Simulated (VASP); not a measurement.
Runs of VASP 6.6.1 on SiC (Moissanite 3C). The structure is that of space group F-43m (No. 216), or close to it. The cells are those of the table. 

| cell | gap on the mesh (eV) | pressure (GPa) |
| --- | --- | --- |
| a = 2.997 Å, angles 60.0°, 2 atoms | (c) | 16.9 |
| a = 3.122 Å, angles 60.0°, 2 atoms | 1.34 | (a) |
| a = 3.082 Å, angles 60.0°, 2 atoms | (b) | -4.0 |
| a = 3.040 Å, angles 60.0°, 2 atoms | 1.27 | 5.4 |
| a = 3.162 Å, angles 60.0°, 2 atoms | 1.36 | -18.1 |

Alike in all rows: task single point; level LDA; potentials or basis VASP PAW LDA potentials, release 64 (Si, C); no spin polarisation; k mesh 8 × 8 × 8; cutoff (eV) 520; smearing gaussian 0.01 eV.

Q: Fill in the values left out.

A: (a) -11.7; (b) 1.30; (c) 1.23.

A k mesh can miss the band edges.
